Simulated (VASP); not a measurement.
# MgO (d3) (Fm-3m) in VASP: further runs

Runs on MgO (d3). Level: PBE+D3(BJ). Tasks: single point, relaxation of cell and atoms.

All numbers are computed with VASP 6.6.1; they aren't measurements. Logs are shortened: lines on timing, memory, paths and dates and some standing lists are left out, and cuts for length are marked.

**Experimental background.**

From “Electronic structure of alkaline earth and post-transition metal oxides”, 2009, arxiv:0908.1581, for a bulk crystal of MgO: band gap 7.83 eV.

The results are compared with them further down.

## (1) The cell of the first run

The structure is cubic, space group Fm-3m (No. 225). Conventional cell: a = 4.210 Å, b = 4.210 Å, c = 4.210 Å, α = 90.00°, β = 90.00°, γ = 90.00°. Mg (site symmetry m-3m) has 6 O at 2.10 Å within 2.8 Å. Within 2.8 Å of O (site symmetry m-3m) lie 6 Mg at 2.10 Å.

## (2) Single point, PBE+D3(BJ)

File INCAR:

```
SYSTEM = MgO
ALGO = Normal
EDIFF = 1E-6
ENCUT = 600
GGA = PE
GGA_COMPAT = .FALSE.
ISIF = 2
ISMEAR = 0
IVDW = 12
LASPH = .TRUE.
LCHARG = .TRUE.
LELF = .TRUE.
LREAL = .FALSE.
LVHAR = .TRUE.
LWAVE = .FALSE.
NBANDS = 11
NELM = 120
PREC = Accurate
SIGMA = 0.1
```

File KPOINTS:

```
k-points
0
G
  8 8 8
  0 0 0
```

File POSCAR:

```
MgO
1.0
    0.0000000000      2.1050000000      2.1050000000
    2.1050000000      0.0000000000      2.1050000000
    2.1050000000      2.1050000000      0.0000000000
Mg O
1 1
Direct
    0.0000000000      0.0000000000      0.0000000000
    0.5000000000      0.5000000000      0.5000000000
```

Potentials or basis: VASP PAW PBE potentials, release 64 (Mg, O).

Started as:

```console
$ cat potpaw_PBE.64/Mg/POTCAR potpaw_PBE.64/O/POTCAR > POTCAR
$ mpirun -np 1 vasp_std > vasp.out
```

OUTCAR:

```text
SYSTEM = MgO
   EDIFF = 1E-6
   ENCUT = 600
   GGA = PE
   ISIF = 2
   ISMEAR = 0
   IVDW = 12
   LASPH = .TRUE.
   LREAL = .FALSE.
   NELM = 120
   PREC = Accurate
 IVDW          = 12

 ion  position               nearest neighbor table
   1  0.000  0.000  0.000-   2 2.10   2 2.10   2 2.10   2 2.10   2 2.10   2 2.10
   2  0.500  0.500  0.500-   1 2.10   1 2.10   1 2.10   1 2.10   1 2.10   1 2.10

  LATTYP: Found a face centered cubic cell.
 ALAT       =     4.2100000000

  Lattice vectors:

 A1 = (   0.0000000000,   2.1050000000,   2.1050000000)
 A2 = (   2.1050000000,   0.0000000000,   2.1050000000)
 A3 = (   2.1050000000,   2.1050000000,   0.0000000000)

Analysis of symmetry for initial positions (statically):
=====================================================================
 Subroutine PRICEL returns:
 Original cell was already a primitive cell.

 Routine SETGRP: Setting up the symmetry group for a
 face centered cubic supercell.

 Subroutine GETGRP returns: Found 48 space group operations
 (whereof 48 operations were pure point group operations)
 out of a pool of 48 trial point group operations.

The static configuration has the point symmetry O_h .

Analysis of symmetry for dynamics (positions and initial velocities):
=====================================================================
 Subroutine PRICEL returns:
 Original cell was already a primitive cell.

 Routine SETGRP: Setting up the symmetry group for a
 face centered cubic supercell.

 Subroutine GETGRP returns: Found 48 space group operations
 (whereof 48 operations were pure point group operations)
 out of a pool of 48 trial point group operations.

The dynamic configuration has the point symmetry O_h .

 Subroutine INISYM returns: Found 48 space group operations
 (whereof 48 operations are pure point group operations),
 and found     1 'primitive' translations

----------------------------------------------------------------------------------------

                                     Primitive cell

  volume of cell :      18.6546

  direct lattice vectors                    reciprocal lattice vectors
     0.000000000  2.105000000  2.105000000    -0.237529691  0.237529691  0.237529691
     2.105000000  0.000000000  2.105000000     0.237529691 -0.237529691  0.237529691
     2.105000000  2.105000000  0.000000000     0.237529691  0.237529691 -0.237529691

  length of vectors
     2.976919549  2.976919549  2.976919549     0.411413493  0.411413493  0.411413493

  position of ions in fractional coordinates (direct lattice)
     0.000000000  0.000000000  0.000000000
     0.500000000  0.500000000  0.500000000

  ion indices of the primitive-cell ions
   primitive index   ion index
                 1           1
                 2           2

----------------------------------------------------------------------------------------

 KPOINTS: k-points

Automatic generation of k-mesh.
 Grid dimensions read from file:
 generate k-points for:    8    8    8

 Generating k-lattice:

  Cartesian coordinates                     Fractional coordinates (reciprocal lattice)
    -0.029691211  0.029691211  0.029691211     0.125000000  0.000000000  0.000000000
     0.029691211 -0.029691211  0.029691211     0.000000000  0.125000000  0.000000000
     0.029691211  0.029691211 -0.029691211     0.000000000  0.000000000  0.125000000

  Length of vectors
     0.051426687  0.051426687  0.051426687

  Shift w.r.t. Gamma in fractional coordinates (k-lattice)
     0.000000000  0.000000000  0.000000000

 Subroutine IBZKPT returns following result:
 ===========================================

 Found     29 irreducible k-points:

 Following reciprocal coordinates:
            Coordinates               Weight
  0.000000  0.000000  0.000000      1.000000
  0.125000  0.000000  0.000000      8.000000
  0.250000  0.000000  0.000000      8.000000
  0.375000  0.000000  0.000000      8.000000
  0.500000  0.000000  0.000000      4.000000
  0.125000  0.125000  0.000000      6.000000
[... 16 lines left out ...]
  0.500000  0.250000  0.125000     48.000000
 -0.375000  0.250000  0.125000     24.000000
 [... further k-points ...]
   k-points           NKPTS =     29   k-points in BZ     NKDIM =     29   number of bands    NBANDS=     11
   number of dos      NEDOS =    301   number of ions     NIONS =      2
   total plane-waves  NPLWV =  13824
   dimension x,y,z NGX =    24 NGY =   24 NGZ =   24
   dimension x,y,z NGXF=    48 NGYF=   48 NGZF=   48
   ions per type =               1   1
   NGX,Y,Z   is equivalent  to a cutoff of  13.40, 13.40, 13.40 a.u.
   NGXF,Y,Z  is equivalent  to a cutoff of  26.81, 26.81, 26.81 a.u.
 SYSTEM =  MgO
   PREC   = accura    normal or accurate (medium, high low for compatibility)
   ISTART =      0    job   : 0-new  1-cont  2-samecut
   ICHARG =      2    charge: 1-file 2-atom 10-const
   ISPIN  =      1    spin polarized calculation?
   LNONCOLLINEAR =      F non collinear calculations
   LSORBIT =      F    spin-orbit coupling
   LASPH  =      T    aspherical Exc in radial PAW
   ENCUT  =  600.0 eV  44.10 Ry    6.64 a.u.   5.95  5.95  5.95*2*pi/ulx,y,z
   NELM   =    120;   NELMIN=  2; NELMDL= -5     # of ELM steps
   EDIFF  = 0.1E-05   stopping-criterion for ELM
   LREAL  =      F    real-space projection
   EDIFFG = 0.1E-04   stopping-criterion for IOM
   NSW    =      0    number of steps for IOM
   IBRION =     -1    ionic relax: 0-MD 1-quasi-New 2-CG
   NFREE  =      0    steps in history (QN), initial steepest desc. (CG)
   ISIF   =      2    stress and relaxation
   ISYM   =      2    0-nonsym 1-usesym 2-fastsym
   POTIM  = 0.5000    time-step for ionic-motion
   TEBEG  =    0.0;   TEEND  =   0.0 temperature during run
   PSTRESS=    0.0 pullay stress
   NELECT =       8.0000    total number of electrons
   NUPDOWN=      -1.0000    fix difference up-down
   EMIN   =  10.00;   EMAX   =-10.00  energy-range for DOS
   EFERMI =   0.00;   METHOD = LEGACY
   ISMEAR =     0;   SIGMA  =   0.10  broadening in eV -4-tet -1-fermi 0-gaus
   EFERMI_NEDOS =   21; number of points for ismear=-14 and -15
   IALGO  =     38    algorithm
   IMIX   =      4    mixing-type and parameters
     AMIX     =   0.40;   BMIX     =  1.00
     AMIX_MAG =   1.60;   BMIX_MAG =  1.00
  volume/ion in A,a.u.               =       9.33        62.94
  Fermi-wavevector in a.u.,A,eV,Ry     =   1.234552  2.332965 20.736894  1.524119
  Thomas-Fermi vector in A             =   2.369237
   LORBIT       =      0    0 simple, 1 ext, 2 COOP (PROOUT), +10 PAW based schemes
   GGA     = PE    functional components
   LHFCALC =     F    Hartree Fock is set to
   AEXX    =    0.0000 exact exchange contribution
   IVDW    =    12    specifies the selected vdW correction
   LEPSILON=     F    determine dielectric tensor
   LRPA    =     F    only Hartree local field effects (RPA)
 non-spin polarized calculation
 Gauss-broadening in eV      SIGMA  =   0.10
  energy-cutoff  :      600.00
  volume of cell :       18.65
 maximum number of plane-waves:       636
   NGX = 11   NGY = 11   NGZ = 11

 number of electron       8.0000005 magnetization

 Free energy of the ion-electron system (eV)
  ---------------------------------------------------
  ext. energy  EPLUGINS =         0.00000000
  ---------------------------------------------------
  free energy    TOTEN  =       -11.90826344 eV

  energy without entropy =      -11.90826344  energy(sigma->0) =      -11.90826344

 E-fermi :   3.7026     XC(G=0): -11.0852

 val. band max:        3.1960403627   @ k =   0.0000   0.0000   0.0000
 cond. band min:       7.9380777457   @ k =   0.0000   0.0000   0.0000
 fundamental gap:      4.7420373830
 Fermi energy:         3.7025988180

 k-point     1 :       0.0000    0.0000    0.0000
  band No.  band energies     occupation
      1     -14.0740      2.00000
      2       3.1960      2.00000
      3       3.1960      2.00000
      4       3.1960      2.00000
      5       7.9381      0.00000
      6      19.0066      0.00000
      7      19.0066      0.00000
      8      19.0066      0.00000
      9      22.9260      0.00000
     10      24.7032      0.00000
     11      24.7032      0.00000

 k-point     2 :       0.1250    0.0000    0.0000
  band No.  band energies     occupation
      1     -13.9105      2.00000
      2       2.2415      2.00000
      3       3.0926      2.00000
      4       3.0926      2.00000
      5       8.8520      0.00000
      6      17.3267      0.00000
      7      19.3664      0.00000
      8      19.3664      0.00000
      9      23.7381      0.00000
     10      23.7381      0.00000
     11      25.0924      0.00000

 k-point     3 :       0.2500    0.0000    0.0000
  band No.  band energies     occupation
      1     -13.4855      2.00000
      2       0.5349      2.00000
      3       2.8546      2.00000
      4       2.8546      2.00000
      5      10.2985      0.00000
      6      15.7820      0.00000
      7      19.8635      0.00000
      8      19.8635      0.00000
      9      23.3479      0.00000
     10      23.3479      0.00000
     11      25.2136      0.00000

 k-point     4 :       0.3750    0.0000    0.0000
  band No.  band energies     occupation
      1     -13.0062      2.00000
      2      -0.8754      2.00000
      3       2.6307      2.00000
      4       2.6307      2.00000
      5      11.0098      0.00000
      6      15.5890      0.00000
      7      19.6924      0.00000
      8      19.6924      0.00000
      9      24.4232      0.00000
     10      24.6621      0.00000
     11      24.6621      0.00000

 k-point     5 :       0.5000    0.0000    0.0000
  band No.  band energies     occupation
      1     -12.7869      2.00000
      2      -1.4262      2.00000
      3       2.5416      2.00000
      4       2.5416      2.00000
      5      11.1038      0.00000
      6      15.8186      0.00000
      7      19.5242      0.00000
      8      19.5242      0.00000
      9      24.1113      0.00000
     10      25.7172      0.00000
     11      25.7172      0.00000
[... 211 lines left out ...]
 k-point    21 :       0.5000    0.5000    0.0000
  band No.  band energies     occupation
      1     -12.5282      2.00000
      2      -0.8936      2.00000
      3       1.8459      2.00000
      4       1.8459      2.00000
      5      12.3198      0.00000
      6      13.1836      0.00000
      7      16.3106      0.00000
      8      22.1911      0.00000
      9      22.1911      0.00000
     10      28.5339      0.00000
     11      30.0597      0.00000

 k-point    22 :       0.3750    0.2500    0.1250
  band No.  band energies     occupation
      1     -13.1811      2.00000
      2       0.1776      2.00000
      3       2.0428      2.00000
      4       2.5801      2.00000
      5      11.7044      0.00000
      6      14.6916      0.00000
      7      18.2951      0.00000
      8      20.7611      0.00000
      9      21.3239      0.00000
     10      25.6553      0.00000
     11      29.0493      0.00000

 k-point    23 :       0.5000    0.2500    0.1250
  band No.  band energies     occupation
      1     -12.8037      2.00000
      2      -0.5145      2.00000
      3       1.4667      2.00000
      4       2.3274      2.00000
      5      12.7047      0.00000
      6      14.8615      0.00000
      7      17.1347      0.00000
      8      20.3596      0.00000
      9      22.8990      0.00000
     10      25.6241      0.00000
     11      29.2448      0.00000

 k-point    24 :      -0.3750    0.2500    0.1250
  band No.  band energies     occupation
      1     -12.6359      2.00000
      2      -0.8089      2.00000
      3       1.2590      2.00000
      4       2.2080      2.00000
      5      12.8800      0.00000
      6      15.4097      0.00000
      7      16.7042      0.00000
      8      20.1138      0.00000
      9      23.7417      0.00000
     10      25.2950      0.00000
     11      29.3822      0.00000

 [... further k-points ...]

------------------------ aborting loop because EDIFF is reached ----------------------------------------

 Edisp (eV)   -0.58710

 E8    (eV) :    -0.2299

  FORCE on cell =-STRESS in cart. coord.  units (eV):
  Direction    XX          YY          ZZ          XY          YZ          ZX
  --------------------------------------------------------------------------------------
  -------------------------------------------------------------------------------------
  Total      -0.14569    -0.14569    -0.14569     0.00000    -0.00000     0.00000
  in kB     -12.51294   -12.51294   -12.51294     0.00000    -0.00000     0.00000
  external pressure =      -12.51 kB  Pullay stress =        0.00 kB

 VOLUME and BASIS-vectors are now :
 -----------------------------------------------------------------------------
  energy-cutoff  :      600.00
  volume of cell :       18.65
      direct lattice vectors                 reciprocal lattice vectors
     0.000000000  2.105000000  2.105000000    -0.237529691  0.237529691  0.237529691
     2.105000000  0.000000000  2.105000000     0.237529691 -0.237529691  0.237529691
     2.105000000  2.105000000  0.000000000     0.237529691  0.237529691 -0.237529691

 POSITION                                       TOTAL-FORCE (eV/Angst)
 -----------------------------------------------------------------------------------
      0.00000      0.00000      0.00000         0.000000      0.000000     -0.000000
      2.10500      2.10500      2.10500        -0.000000     -0.000000      0.000000
 -----------------------------------------------------------------------------------
    total drift:                               -0.000000     -0.000000      0.000000

  FREE ENERGIE OF THE ION-ELECTRON SYSTEM (eV)
  ---------------------------------------------------
  free  energy   TOTEN  =       -12.4953654914 eV

  energy  without entropy=      -12.4953654914  energy(sigma->0) =      -12.49536549
```

Wall time 5.1 s (1 thread of Intel Xeon 6975P-C, shared host); peak memory 0.15 GiB.

What came out:

| Item | Value |
| --- | --- |
| Free energy | -12.4954 eV |
| Pressure | -1.3 GPa |
| Band gap on the k mesh | 4.74 eV, direct |
| Dispersion energy per atom | -0.294 eV |

## (3) Single point, PBE+D3(BJ)

File INCAR:

```
SYSTEM = MgO
  ALGO = Normal
  EDIFF = 1E-6
  ENCUT = 600
  GGA = PE
  GGA_COMPAT = .FALSE.
  ISIF = 2
  ISMEAR = 0
  IVDW = 12
  LASPH = .TRUE.
  LCHARG = .TRUE.
  LELF = .TRUE.
  LREAL = .FALSE.
  LVHAR = .TRUE.
  LWAVE = .FALSE.
  NBANDS = 11
  NELM = 120
  PREC = Accurate
  SIGMA = 0.02
```

File KPOINTS:

```
k-points
0
G
  10 10 10
  0 0 0
```

File POSCAR:

```
MgO
1.0
    0.0000000000      2.1038749271      2.1038749271
    2.1038749271      0.0000000000      2.1038749271
    2.1038749271      2.1038749271      0.0000000000
Mg O
1 1
Direct
    0.0000000000      0.0000000000      0.0000000000
    0.5000000000      0.5000000000      0.5000000000
```

Potentials or basis: VASP PAW PBE potentials, release 64 (Mg, O).

Started as:

```console
$ cat potpaw_PBE.64/Mg/POTCAR potpaw_PBE.64/O/POTCAR > POTCAR
$ mpirun -np 1 vasp_std > vasp.out
```

It took 8 s on 1 thread of Intel Xeon 6975P-C, shared host; peak memory 0.16 GiB.

It converged, with:

* Free energy: -12.4954 eV
* Pressure: -1.0 GPa
* Band gap on the k mesh: 4.76 eV, direct
* Dispersion energy per atom: -0.294 eV

Levels at points of the mesh, in eV from the valence-band top:
```
           k point  band 1  band 2  band 3  band 4  band 5  band 6  band 7  band 8  band 9
(0.00, 0.00, 0.00)  -17.28    0.00    0.00    0.00    4.76   15.82   15.82   15.82   19.74
(0.50, 0.00, 0.00)  -15.99   -4.63   -0.66   -0.66    7.92   12.64   16.34   16.34   20.94
(0.50, 0.50, 0.00)  -15.73   -4.10   -1.35   -1.35    9.13   10.01   13.13   19.02   19.02
```

## (4) Relaxation of cell and atoms, PBE+D3(BJ)

File INCAR:

```
SYSTEM = MgO
  PREC = Accurate
  ENCUT = 600
  EDIFF = 1E-7
  ISMEAR = 0
  SIGMA = 0.02
  LREAL = .FALSE.
  LASPH = .TRUE.
  NELM = 120
  ALGO = Normal
  ISIF = 3
  LWAVE = .FALSE.
  LCHARG = .FALSE.
  GGA = PE
  IVDW = 12
  IBRION = 2
  NSW = 100
  EDIFFG = -0.002
  GGA_COMPAT = .FALSE.
  NELMIN = 4
```

File KPOINTS:

```
regular mesh
0
G
  10 10 10
  0 0 0
```

File POSCAR:

```
MgO
1.0
    0.0000000000      2.1050000000      2.1050000000
    2.1050000000      0.0000000000      2.1050000000
    2.1050000000      2.1050000000      0.0000000000
Mg O
1 1
Direct
    0.0000000000      0.0000000000      0.0000000000
    0.5000000000      0.5000000000      0.5000000000
```

Started as:

```console
$ cat potpaw_PBE.64/Mg/POTCAR potpaw_PBE.64/O/POTCAR > POTCAR
$ mpirun -np 1 vasp_std > vasp.out
```

Run time: 13 s. Hardware: 1 thread of Intel Xeon 6975P-C, shared host; peak memory 0.16 GiB.

The run converged. Its results:

```
Free energy                            : -12.4959 eV
Relaxed volume                         : 9.26 Å³/atom
Relaxed cell                           : a = 2.969 Å, b = 2.969 Å, c = 2.969 Å, α = 60.00°, β = 60.00°, γ = 60.00°
Space group after relaxing (to 0.05 Å) : Fm-3m (No. 225)
Energy gained by relaxing              : 0.3 meV/atom
Ionic steps                            : 3
Pressure after relaxing                : 0.0 GPa
Band gap on the k mesh                 : 4.82 eV, direct
Dispersion energy per atom             : -0.296 eV
```

Step by step:
```tsv
step	energy change (eV)	largest force (eV/Å)	pressure (GPa)	volume (Å³)
1	0.0000	0.0000	-1.24	18.65
2	-0.0005	0.0000	0.44	18.46
3	-0.0006	0.0000	0.00	18.51
```

Final structure:
```
Mg O
1.0
     0.00000    2.09955    2.09955
     2.09955    0.00000    2.09955
     2.09955    2.09955    0.00000
Mg O
1 1
Direct
  0.00000 0.00000 0.00000
  0.50000 0.50000 0.50000
```

Levels at points of the mesh, in eV from the valence-band top:
```
           k point  band 1  band 2  band 3  band 4  band 5  band 6  band 7  band 8
(0.00, 0.00, 0.00)  -17.31    0.00    0.00    0.00    4.82   15.85   15.85   15.85
(0.50, 0.00, 0.00)  -16.00   -4.66   -0.66   -0.66    7.96   12.71   16.41   16.41
(0.50, 0.50, 0.00)  -15.74   -4.12   -1.36   -1.36    9.13   10.07   13.20   19.11
```

## (5) The runs side by side

| task | cell | k mesh | smearing | gap on the mesh (eV) | pressure (GPa) |
| --- | --- | --- | --- | --- | --- |
| single point | a = 2.977 Å, angles 60.0°, 2 atoms | 8 × 8 × 8 | gaussian 0.1 eV | 4.74 | -1.3 |
| single point | a = 2.975 Å, angles 60.0°, 2 atoms | 10 × 10 × 10 | gaussian 0.02 eV | 4.76 | -1.0 |
| relaxation of cell and atoms | relaxed from a = 2.977 Å, angles 60.0°, 2 atoms | 10 × 10 × 10 | gaussian 0.02 eV | 4.82 | 0.0 |

Alike in all rows: level PBE+D3(BJ); potentials or basis VASP PAW PBE potentials, release 64 (Mg, O); no spin polarisation; cutoff (eV) 600.

Total energies depend on the potentials used, so only differences within one code and one set of settings carry meaning.

## (6) How close it comes

Step 2. Against the measured gap of MgO, 7.83 eV (quoted in “Electronic structure of alkaline earth and post-transition metal oxides”, 2009, arxiv:0908.1581), the calculated 4.74 eV is off by -3.09 eV. The value is that of PBE+D3(BJ), without temperature or zero-point motion. Semilocal functionals fall short of measured gaps as a rule.

Step 3. Measured gap of MgO: 7.83 eV (quoted in “Electronic structure of alkaline earth and post-transition metal oxides”, 2009, arxiv:0908.1581). This calculation gives 4.76 eV (-3.07 eV). The value is that of PBE+D3(BJ), without temperature or zero-point motion. Semilocal functionals fall short of measured gaps as a rule.
